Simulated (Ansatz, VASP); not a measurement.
This is a calculation of Au for Ansatz 0.2.0.

The input input.yaml:

```yaml
crystal:
  lattice:
    - [2.82261993, 0.0, 0.0]
    - [-1.411309965, 2.555933025, 0.0]
    - [0.0, 0.0, 24.78633922]
  atoms:
    - { symbol: Au, position: [0.66532797, 0.33065594, 0.3025860307] }
    - { symbol: Au, position: [0.33467203, 0.66934406, 0.4012930153] }
    - { symbol: Au, position: [0.66532797, 0.33065594, 0.5] }
    - { symbol: Au, position: [0.33467203, 0.66934406, 0.5987069847] }
    - { symbol: Au, position: [0.66532797, 0.33065594, 0.6974139693] }
hamiltonian:
  xc: pbe
  pseudopotentials: { kind: paw }
kpoints:
  mp_grid: { grid: [11, 11, 1] }
scf:
  occupations: { method: fermi_dirac, width: 0.05 }
output:
  forces: true
  eigenvalues: true
efield:
  axis: 3
  dipole_correction: true
  ramp_width: 0.04
```

Potentials or basis: Ansatz PAW.

Run with:

```bash
$ ansatz run input.yaml --threads 4 --pin off --max-ram 11264MiB --backend cpu --events-out ev --progress --plain --runs-dir out
```

Set up the same calculation for VASP 6.6.1. Potentials there: VASP PAW PBE potentials, release 64 (Au).

As run (the cutoff follows the program's own potentials):

INCAR

```
PREC     = Accurate       # precision mode
ENCUT    = 520            # plane-wave cutoff, eV
EDIFF    = 1E-7           # SCF threshold, eV
ISMEAR   = -1             # smearing method
SIGMA    = 0.05           # smearing width, eV
LREAL    = F              # projectors in reciprocal space
LASPH    = T              # aspherical terms in the spheres
NELM     = 80             # most SCF steps
ALGO     = Normal         # electronic algorithm
ISIF     = 2              # what is computed and relaxed
LWAVE    = F              # write WAVECAR
LCHARG   = F              # write CHGCAR
LDIPOL   = T            
IDIPOL   = 3            
DIPOL    = 0.5 0.5 0.500
GGA      = PE             # functional
NBANDS   = 36             # bands
```

File KPOINTS:

```
Automatic mesh
0
Gamma
  11 11 1
```

The input POSCAR:

```
Au
1.0
    2.8226199300      0.0000000000      0.0000000000
   -1.4113099650      2.5559330250      0.0000000000
    0.0000000000      0.0000000000     24.7863392200
Au
5
Direct
    0.6653279700      0.3306559400      0.3025860307
    0.3346720300      0.6693440600      0.4012930153
    0.6653279700      0.3306559400      0.5000000000
    0.3346720300      0.6693440600      0.5987069847
    0.6653279700      0.3306559400      0.6974139693
```

Potentials or basis: VASP PAW PBE potentials, release 64 (Au).

Launch:

```sh
$ cat potpaw_PBE.64/Au/POTCAR > POTCAR
$ mpirun -np 1 vasp_std > vasp.out
```

Both were run:

|  | VASP | Ansatz | Ansatz less VASP |
| --- | --- | --- | --- |
| gap on the k mesh at the Fermi level (eV) | none | none | - |
| rms of the force components (eV/Å) | 0.063 | 0.065 | +0.0019 |

Atom by atom the forces differ by 0.003 eV/Å (rms over components). A gap of «none» marks a metal or a gap that the smearing closes. With one functional, cell and mesh, what is left measures potentials, basis and numerics. VASP's potentials hold 55 valence electrons a cell and Ansatz's 95, so a difference there can come from the potentials and not from the codes.

Spin-orbit coupling is off throughout.
